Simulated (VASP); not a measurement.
**SnO2: single point with r2SCAN+D4**

The system is SnO2.

```
Sn O
1.0
     4.70620    0.00000    0.00000
     0.00000    4.70620    0.00000
     0.00000    0.00000    3.16511
Sn O
2 4
Direct
  0.50000 0.50000 0.50000
  0.00000 0.00000 0.00000
  0.80710 0.19290 0.50000
  0.69290 0.69290 0.00000
  0.19290 0.80710 0.50000
  0.30710 0.30710 0.00000
```

```yaml
Program: VASP 6.6.1
Task: single point
Functional: r2SCAN
Dispersion: D4
Potentials_or_basis: VASP PAW PBE potentials, release 64 (Sn_d, O)
Cutoff: 520 eV
k_mesh: 6 × 6 × 8
Occupations: fermi-dirac, width 0.05 eV
Spin: no spin polarisation
```

The pressure is 8.2 GPa, the largest force is 0.366 eV/Å and the band gap on the k mesh is 2.24 eV. The dispersion energy per atom is -0.103 eV.

Forces on the atoms (eV/Å):
```
Sn   0.000  0.000  0.000
Sn   0.000  0.000  0.000
O   -0.259  0.259  0.000
O    0.259  0.259  0.000
O    0.259 -0.259  0.000
O   -0.259 -0.259  0.000
```

Stress tensor (GPa, compression positive):
```
 7.05  0.00  0.00
 0.00  7.05  0.00
 0.00  0.00 10.39
```

Levels at points of the mesh, in eV from the valence-band top:
| k point | band 22 | band 23 | band 24 | band 25 | band 26 | band 27 | band 28 | band 29 | band 30 | band 31 |
| --- | --- | --- | --- | --- | --- | --- | --- | --- | --- | --- |
| (0.00, 0.00, 0.00) | -1.19 | -1.19 | -0.80 | -0.80 | 0.00 | 2.24 | 7.11 | 7.28 | 7.28 | 11.33 |
| (0.50, 0.00, 0.00) | -1.99 | -1.15 | -1.15 | -0.65 | -0.65 | 5.40 | 5.40 | 8.01 | 8.01 | 12.24 |
| (0.50, 0.50, 0.00) | -1.99 | -1.27 | -1.27 | -0.95 | -0.95 | 5.83 | 5.83 | 8.48 | 8.48 | 12.25 |
| (0.00, 0.00, 0.50) | -2.57 | -1.75 | -1.75 | -1.32 | -1.32 | 7.35 | 7.35 | 10.80 | 10.80 | 11.84 |
| (0.50, 0.00, 0.50) | -1.77 | -1.17 | -1.17 | -0.64 | -0.64 | 7.64 | 7.64 | 9.16 | 9.16 | 12.28 |
| (0.50, 0.50, 0.50) | -2.38 | -1.00 | -1.00 | -0.89 | -0.89 | 5.98 | 5.98 | 9.79 | 9.79 | 12.25 |

Wall time 4.2 min on 1 thread of Intel(R) Xeon(R) Platinum 8259CL CPU @ 2.50GHz (Skylake/Cascade Lake), with other jobs on the host, peak memory 0.24 GiB.

Caveat: the cell stands under pressure; the PAW data sets were made with another functional, which shifts forces and pressure a little; spin-orbit coupling is left out, which moves the levels of the heavy elements. r2SCAN opens gaps a little over a GGA but as a rule still falls short of measured ones.
